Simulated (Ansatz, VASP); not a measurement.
## Cd3HgTe4 in VASP and in Ansatz

File INCAR:

```
SYSTEM = Cd3HgTe4
PREC = Accurate ; ENCUT = 520
EDIFF = 1E-7 ; ISMEAR = 0
SIGMA = 0.1 ; LREAL = .FALSE.
LASPH = .TRUE. ; NELM = 80
ALGO = Normal ; ISIF = 2
LWAVE = .FALSE. ; LCHARG = .TRUE.
GGA = PE ; LELF = .TRUE.
LVHAR = .TRUE. ; NBANDS = 46
```

Contents of KPOINTS:

```
Automatic mesh
0
G
  4 4 4
  0 0 0
```

Contents of POSCAR:

```
Cd3HgTe4
1.0
   -3.0955421300      3.0955421300      6.1910842600
    3.0955421300     -3.0955421300      6.1910842600
    3.0955421300      3.0955421300     -6.1910842600
Cd Hg Te
3 1 4
Direct
    0.7500000000      0.2500000000      0.5000000000
    0.2500000000      0.7500000000      0.5000000000
    0.0000000000      0.0000000000      0.0000000000
    0.5000000000      0.5000000000      0.0000000000
    0.1250000000      0.6250000000      0.0000000000
    0.8750000000      0.8750000000      0.5000000000
    0.6250000000      0.1250000000      0.0000000000
    0.3750000000      0.3750000000      0.5000000000
```

Input for Ansatz:

```yaml
crystal:
  lattice:
    - [-3.09554213, 3.09554213, 6.19108426]
    - [3.09554213, -3.09554213, 6.19108426]
    - [3.09554213, 3.09554213, -6.19108426]
  atoms:
    - { symbol: Cd, position: [0.75, 0.25, 0.5] }
    - { symbol: Cd, position: [0.25, 0.75, 0.5] }
    - { symbol: Cd, position: [0.0, 0.0, 0.0] }
    - { symbol: Hg, position: [0.5, 0.5, 0.0] }
    - { symbol: Te, position: [0.125, 0.625, 0.0] }
    - { symbol: Te, position: [0.875, 0.875, 0.5] }
    - { symbol: Te, position: [0.625, 0.125, 0.0] }
    - { symbol: Te, position: [0.375, 0.375, 0.5] }
basis:
  ecutwfc: 420
kpoints:
  mp_grid: { grid: [4, 4, 4] }
hamiltonian:
  xc: pbe
scf:
  occupations: { method: gaussian, width: 0.1 }
  lower_state_search: "off"
output:
  forces: true
  stress: true
  eigenvalues: true
```

Alike in both runs: task single point; functional PBE; k mesh 4 × 4 × 4; occupations gaussian, width 0.1 eV; no spin polarisation.

|  | VASP | Ansatz |
| --- | --- | --- |
| version | VASP 6.6.1 | Ansatz 0.2.0 |
| potentials or method | VASP PAW PBE potentials, release 64 (Cd, Hg, Te), cutoff 520 eV | scalar-relativistic, plane waves, PAW |
| valence electrons in the cell | 72 | 144 |

|  | VASP | Ansatz | Ansatz less VASP |
| --- | --- | --- | --- |
| gap on the k mesh at the Fermi level (eV) | 0.79 | 0.78 | -0.004 |
| least direct gap on the mesh (eV) | 0.79 | 0.78 | -0.004 |
| pressure (GPa) | 11.9 | 11.7 | -0.22 |
| rms of the force components (eV/Å) | 0.066 | 0.067 | +0.0007 |

Atom by atom the forces differ by 0.001 eV/Å (rms over components). The functional is the same, so the differences come from potentials, cutoffs and numerics. VASP's potentials hold 72 valence electrons a cell and Ansatz's 144, so a difference there can come from the potentials and not from the codes.

Spin-orbit coupling is off throughout.
